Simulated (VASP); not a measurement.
Input of a VASP 6.6.1 run:

INCAR

```
SYSTEM = PbO
PREC = Accurate
ENCUT = 520
EDIFF = 1E-6
ISMEAR = 0
SIGMA = 0.02
LREAL = .False.
LASPH = .True.
NELM = 60
ALGO = Normal
ISIF = 2
LWAVE = .False.
LCHARG = .False.
GGA = PE
NBANDS = 50
```

Contents of KPOINTS:

```
regular mesh
0
Gamma
  6 6 6
  0 0 0
```

The input POSCAR:

```
PbO
1.0
   -5.8209790691      5.8209790691      1.9616016107
    5.8209790691     -5.8209790691      1.9616016107
    5.8209790691      5.8209790691     -1.9616016107
Pb O
4 4
Direct
    0.2533982228      0.1250000000      0.6283982228
    0.4966017772      0.6250000000      0.3716017772
    0.8750000000      0.5033982228      0.1283982228
    0.3750000000      0.7466017772      0.8716017772
    0.8750000000      0.7680687852      0.3930687852
    0.3750000000      0.4819312148      0.6069312148
    0.2319312148      0.6250000000      0.1069312148
    0.5180687852      0.1250000000      0.8930687852
```

Potentials or basis: VASP PAW PBE potentials, release 64 (Pb_d, O).

Launch:

```sh
$ cat potpaw_PBE.64/Pb_d/POTCAR potpaw_PBE.64/O/POTCAR > POTCAR
$ mpirun -np 1 vasp_std > vasp.out
```

(1) What does it give for the band gap on the k mesh?

(2) What does it give for the pressure?

Answers

(1) 1.77 eV (least direct gap 1.83 eV).

(2) 0.1 GPa.

Caveat: spin-orbit coupling is left out, which moves the levels of the heavy elements.
